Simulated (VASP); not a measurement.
# Al3GaN4 (Pm) in VASP: notebook, part 2 of 2

VASP 6.6.1. Earlier steps stand in the parts before.

### 4 Single point, PBEsol (strain +0.040 along x and y, +0.080 along z)

Input file INCAR:

```
SYSTEM = Al3GaN4
PREC = Accurate ; ENCUT = 520
EDIFF = 1E-6 ; ISMEAR = 0
SIGMA = 0.05 ; LREAL = .FALSE.
LASPH = .TRUE. ; NELM = 100
ALGO = Normal ; ISIF = 2
LWAVE = .FALSE. ; LCHARG = .FALSE.
GGA = PS ; NBANDS = 31
```

Input file KPOINTS:

```
Automatic mesh
0
G
  6 8 4
  0 0 0
```

Input file POSCAR:

```
Al3GaN4
1.0
    5.2451442902      0.0000000000      0.0001241900
    0.0000000000      3.2552768533      0.0000000000
   -0.0033657072      0.0000000000      5.8514313032
Al Ga N
3 1 4
Direct
    0.5002300423      0.5000000000      0.1673295664
    0.0009207036      0.5000000000      0.8348055932
    0.0010880650      0.0000000000      0.3316926342
    0.4994217138      0.0000000000      0.6662009016
    0.1111724737      0.0000000000      0.6663292503
    0.1224543238      0.5000000000      0.1671578647
    0.6251234799      0.5000000000      0.8401923551
    0.6231881979      0.0000000000      0.3262928345
```

Potentials or basis: VASP PAW PBE potentials, release 64 (Al, Ga_d, N).

Started as:

```sh
$ cat potpaw_PBE.64/Al/POTCAR potpaw_PBE.64/Ga_d/POTCAR potpaw_PBE.64/N/POTCAR > POTCAR
$ mpirun -np 1 vasp_std > vasp.out
```

OUTCAR:

```text
SYSTEM = Al3GaN4
   PREC = Accurate
   ENCUT = 520
   EDIFF = 1E-6
   ISMEAR = 0
   LREAL = .FALSE.
   LASPH = .TRUE.
   NELM = 100
   ISIF = 2
   GGA = PS

 ion  position               nearest neighbor table
   1  0.500  0.500  0.167-   6 1.98   8 1.98   8 1.98   7 2.02   3 3.23   3 3.23   3 3.24   3 3.24
                             2 3.26   2 3.27
   2  0.001  0.500  0.835-   7 1.97   5 1.99   5 1.99   6 2.05   1 3.26   1 3.27   3 3.33   3 3.33
                             3 3.36   3 3.36
   3  0.001  0.000  0.332-   8 1.98   6 2.00   6 2.00   5 2.04   1 3.23   1 3.23   1 3.24   1 3.24
                             2 3.33   2 3.33   2 3.36   2 3.36
   4  0.499  0.000  0.666-   7 2.03   7 2.03   5 2.04   8 2.09
   5  0.111  0.000  0.666-   2 1.99   2 1.99   4 2.04   3 2.04
   6  0.122  0.500  0.167-   1 1.98   3 2.00   3 2.00   2 2.05
   7  0.625  0.500  0.840-   2 1.97   1 2.02   4 2.03   4 2.03
   8  0.623  0.000  0.326-   1 1.98   1 1.98   3 1.98   4 2.09

  LATTYP: Found a simple monoclinic cell.
 ALAT       =     5.2451442917
 B/A-ratio  =     0.6206267497
 C/A-ratio  =     1.1155903338
 COS(beta)  =    -0.0005515166

  Lattice vectors:

[... 189 lines left out ...]

 E-fermi :   4.6069     XC(G=0): -10.6200

 val. band max:        4.3871187445   @ k =   0.0000   0.0000   0.0000
 cond. band min:       6.6360578278   @ k =   0.0000   0.0000   0.0000
 fundamental gap:      2.2489390833
 Fermi energy:         4.6069026960

 k-point     1 :       0.0000    0.0000    0.0000
  band No.  band energies     occupation
      1     -10.0276      2.00000
      2      -9.2624      2.00000
      3      -9.1824      2.00000
      4      -8.5909      2.00000
      5      -8.5335      2.00000
      6      -8.4929      2.00000
[... 805 lines left out ...]
     30      13.6976      0.00000
     31      14.2311      0.00000

 [... further k-points ...]
[... 5 lines left out ...]
  --------------------------------------------------------------------------------------
  -------------------------------------------------------------------------------------
  Total      -11.7404559    -12.4718523    -17.7849244      0.0000000      0.0000000      0.0042714
  in kB     -188.2730068   -200.0018692   -285.2036759      0.0000000      0.0000000      0.0684969
  external PRESSURE =    -224.4928506 kB  Pullay stress =       0.0000000 kB

 VOLUME and BASIS-vectors are now :
 -----------------------------------------------------------------------------
  energy-cutoff  :      520.00
  volume of cell :       99.91
      direct lattice vectors                 reciprocal lattice vectors
     5.245144290  0.000000000  0.000124190     0.190652522  0.000000000  0.000109662
     0.000000000  3.255276853  0.000000000     0.000000000  0.307193534  0.000000000
    -0.003365707  0.000000000  5.851431303    -0.000004046  0.000000000  0.170898355

 POSITION                                       TOTAL-FORCE (eV/Angst)
 -----------------------------------------------------------------------------------
      2.62322      1.62764      0.97918         0.079147      0.000000     -0.105685
      0.00202      1.62764      4.88481        -0.006595      0.000000      0.019943
      0.00459      0.00000      1.94088         0.006977      0.000000      0.088416
      2.61730      0.00000      3.89829         0.073854      0.000000     -0.011155
      0.58087      0.00000      3.89899        -0.005667      0.000000     -0.111714
      0.64173      1.62764      0.97813        -0.050864      0.000000     -0.116083
      3.27604      1.62764      4.91641        -0.067034      0.000000      0.164665
      3.26761      0.00000      1.90936        -0.029819      0.000000      0.071612
 -----------------------------------------------------------------------------------
    total drift:                               -0.000950      0.000000     -0.000741

  FREE ENERGIE OF THE ION-ELECTRON SYSTEM (eV)
  ---------------------------------------------------
  free  energy   TOTEN  =       -58.8407786564 eV

  energy  without entropy=      -58.8407786564  energy(sigma->0) =      -58.84077866
```

OSZICAR:

```text
N       E                     dE             d eps       ncg     rms          rms(c)
DAV:   1     0.318775190196E+03    0.31878E+03   -0.18878E+04  4670   0.160E+03
DAV:   2    -0.185166259886E+02   -0.33729E+03   -0.31315E+03  5123   0.445E+02
DAV:   3    -0.643839644325E+02   -0.45867E+02   -0.45192E+02  5021   0.127E+02
DAV:   4    -0.664224567586E+02   -0.20385E+01   -0.20296E+01  5963   0.307E+01
DAV:   5    -0.664653779046E+02   -0.42921E-01   -0.42897E-01  5075   0.408E+00    0.148E+01
DAV:   6    -0.588604792557E+02    0.76049E+01   -0.26361E+01  6740   0.437E+01    0.533E+00
DAV:   7    -0.589238607135E+02   -0.63381E-01   -0.20361E+00  5103   0.944E+00    0.382E+00
DAV:   8    -0.588730463196E+02    0.50814E-01   -0.46456E-01  5609   0.481E+00    0.129E+00
DAV:   9    -0.588398334405E+02    0.33213E-01   -0.10271E-01  6067   0.362E+00    0.573E-01
DAV:  10    -0.588404705611E+02   -0.63712E-03   -0.18168E-02  5459   0.716E-01    0.221E-01
DAV:  11    -0.588407658070E+02   -0.29525E-03   -0.59641E-04  5852   0.191E-01    0.304E-02
DAV:  12    -0.588407837353E+02   -0.17928E-04   -0.11082E-04  6280   0.136E-01    0.313E-02
DAV:  13    -0.588407803259E+02    0.34094E-05   -0.17847E-05  5278   0.316E-02    0.215E-02
DAV:  14    -0.588407790489E+02    0.12770E-05   -0.55121E-06  5273   0.156E-02    0.956E-03
DAV:  15    -0.588407786564E+02    0.39254E-06   -0.13012E-06  4021   0.801E-03
   1 F= -.58840779E+02 E0= -.58840779E+02  d E =-.112692E-11
```

stdout:

```text
POSCAR found type information on POSCAR AlGaN
 POSCAR found :  3 types and       8 ions
 scaLAPACK will be used
 -----------------------------------------------------------------------------
|                                                                             |
|                                                                             |
|     You enforced a specific xc type in the INCAR file but a different       |
|     I HOPE YOU KNOW WHAT YOU ARE DOING!                                     |
|                                                                             |
 -----------------------------------------------------------------------------

 LDA part: xc-table for (Slater+PW92), standard interpolation
 POSCAR, INCAR and KPOINTS ok, starting setup
 FFT: planning ... GRIDC
 FFT: planning ... GRID_SOFT
 FFT: planning ... GRID
 WAVECAR not read
 entering main loop
```

It took 5.2 min on 1 thread of AMD EPYC 7R13, shared host; peak memory 0.3 GiB.

Results:

- Free energy: -58.8408 eV
- Pressure: -22.4 GPa
- Largest force: 0.178 eV/Å
- Band gap on the k mesh: 2.25 eV, direct

Forces in eV/Å, atoms in the order of the input:
```
Al   0.079  0.000 -0.106
Al  -0.007  0.000  0.020
Al   0.007  0.000  0.088
Ga   0.074  0.000 -0.011
N   -0.006  0.000 -0.112
N   -0.051  0.000 -0.116
N   -0.067  0.000  0.165
N   -0.030  0.000  0.072
```

Stress tensor (GPa, compression positive):
```
-18.83   0.00   0.01
  0.00 -20.00   0.00
  0.01   0.00 -28.52
```

Levels at points of the mesh, in eV from the valence-band top:
| k point | band 17 | band 18 | band 19 | band 20 | band 21 | band 22 | band 23 | band 24 | band 25 | band 26 |
| --- | --- | --- | --- | --- | --- | --- | --- | --- | --- | --- |
| (0.00, 0.00, 0.00) | -0.82 | -0.54 | -0.21 | 0.00 | 0.00 | 2.25 | 4.45 | 5.29 | 5.53 | 6.46 |
| (0.50, 0.00, 0.00) | -1.21 | -0.72 | -0.56 | -0.47 | -0.28 | 4.04 | 4.66 | 4.70 | 4.82 | 7.58 |
| (0.00, 0.50, 0.00) | -2.78 | -1.62 | -1.57 | -1.45 | -1.39 | 5.47 | 5.47 | 6.20 | 6.66 | 6.92 |
| (0.50, 0.50, 0.00) | -2.64 | -1.04 | -1.03 | -1.01 | -0.78 | 5.36 | 5.81 | 5.82 | 5.83 | 6.95 |
| (0.00, 0.00, 0.50) | -1.33 | -0.53 | -0.43 | -0.40 | -0.13 | 4.38 | 4.79 | 6.03 | 6.48 | 7.08 |
| (0.50, 0.00, 0.50) | -1.32 | -0.97 | -0.94 | -0.93 | -0.62 | 5.04 | 5.43 | 5.57 | 5.63 | 6.81 |
| (0.00, 0.50, 0.50) | -2.15 | -1.71 | -1.64 | -0.79 | -0.68 | 4.27 | 4.91 | 5.26 | 5.30 | 6.04 |
| (0.50, 0.50, 0.50) | -1.43 | -1.38 | -1.34 | -1.27 | -1.05 | 3.97 | 4.52 | 4.54 | 4.56 | 6.76 |

Caveat: the cell differs from its parent crystal (strain +0.040 along x and y, +0.080 along z); the PAW data sets were made with another functional, which shifts forces and pressure a little.

### 5 Summary

```csv
cell,gap on the mesh (eV),pressure (GPa),largest force (eV/Å)
"a = 5.245, b = 3.255, c = 5.635 Å, 8 atoms",2.58,-18.5,0.07
"a = 5.447, b = 3.380, c = 5.418 Å, 8 atoms",2.11,-21.5,0.50
"a = 5.245, b = 3.255, c = 5.851 Å, 8 atoms",2.25,-22.4,0.18
```

Alike in all rows: task single point; level PBEsol; potentials or basis VASP PAW PBE potentials, release 64 (Al, Ga_d, N); no spin polarisation; k mesh 6 × 8 × 4; cutoff (eV) 520; smearing gaussian 0.05 eV.

Caveats: the PAW data sets were made with another functional, which shifts forces and pressure a little.

Absolute energies hang on the potentials; compare differences alone.
